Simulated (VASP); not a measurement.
A run of VASP 6.6.1 is set up as follows.

File INCAR:

```
SYSTEM = PbO
PREC = Accurate
ENCUT = 520
EDIFF = 1E-6
ISMEAR = 0
SIGMA = 0.01
LREAL = .FALSE.
LASPH = .TRUE.
NELM = 100
ALGO = Normal
ISIF = 2
LWAVE = .FALSE.
LCHARG = .FALSE.
GGA = PE
NBANDS = 28
```

KPOINTS

```
Automatic mesh
0
G
  6 6 6
  0 0 0
```

Contents of POSCAR:

```
PbO
1.0
    3.9804039011      0.0000000000      0.0000000000
    0.0000000000      3.9804039011      0.0000000000
    0.0000000000      0.0000000000      5.0009129851
Pb O
2 2
Direct
    0.0000000000      0.5000000000      0.2366325612
    0.5000000000      0.0000000000      0.7633674388
    0.0000000000      0.0000000000      0.0000000000
    0.5000000000      0.5000000000      0.0000000000
```

Potentials or basis: VASP PAW PBE potentials, release 64 (Pb_d, O).

Run with:

```console
$ cat potpaw_PBE.64/Pb_d/POTCAR potpaw_PBE.64/O/POTCAR > POTCAR
$ mpirun -np 1 vasp_std > vasp.out
```

Question: Estimate the largest force.

Answer: 0.400 eV/Å.

Question: What does it give for the pressure?

Answer: 4.6 GPa.

Question: Predict the band gap on the k mesh.

Answer: 1.23 eV (least direct gap 2.28 eV).

Stress tensor (GPa, compression positive):
```
4.88 0.00 0.00
0.00 4.88 0.00
0.00 0.00 3.95
```

Caveat: the cell stands under pressure; spin-orbit coupling is left out, which moves the levels of the heavy elements. Expect the measured gap to be larger: semilocal functionals such as PBE lack the derivative discontinuity.
